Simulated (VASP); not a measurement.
Crystal: In.

```
In
1.0
    -1.62547    1.62547    2.47370
     1.62547   -1.62547    2.47370
     1.62547    1.62547   -2.47370
In
1
Cartesian
  0.0000 0.0000 0.0000
```

- Program: VASP 6.6.1
- Task: relaxation of cell and atoms
- Functional: PBEsol
- Dispersion: D3(BJ)
- Potentials or basis: VASP PAW PBE potentials, release 64 (In_d)
- Cutoff: 600 eV
- k mesh: 11 × 11 × 11
- Occupations: fermi-dirac, width 0.05 eV
- Spin: no spin polarisation

At the start: pressure -3.2 GPa; volume 26.14 Å³/atom.

**Question.** Where does the relaxation end?

**Answer.** Over 9 steps the energy falls by 21.9 meV/atom and the volume is 24.29 Å³/atom (-7.1 %); space group I4/mmm (No. 139, to 0.1 Å) before and after.

Step by step:
| step | energy change (eV) | largest force (eV/Å) | pressure (GPa) | volume (Å³) |
| --- | --- | --- | --- | --- |
| 1 | 0.0000 | 0.0000 | -3.17 | 26.14 |
| 2 | -0.0200 | 0.0000 | 0.19 | 24.23 |
| 3 | -0.0200 | 0.0000 | -0.01 | 24.31 |
| 4 | -0.0200 | 0.0000 | 0.09 | 24.27 |
| 5 | -0.0206 | 0.0000 | 0.06 | 24.25 |
| 6 | -0.0219 | 0.0000 | 0.16 | 24.21 |
| 7 | -0.0219 | 0.0000 | 0.22 | 24.20 |
| 8 | -0.0219 | 0.0000 | -0.23 | 24.39 |
| 9 | -0.0219 | 0.0000 | -0.04 | 24.29 |

Final structure:
```
CELL_PARAMETERS angstrom
-1.60309 1.60309 2.36268
1.60309 -1.60309 2.36268
1.60309 1.60309 -2.36268
ATOMIC_POSITIONS crystal
In 0.00000 0.00000 0.00000
```

Caveat: the PAW data sets were made with another functional, which shifts forces and pressure a little.
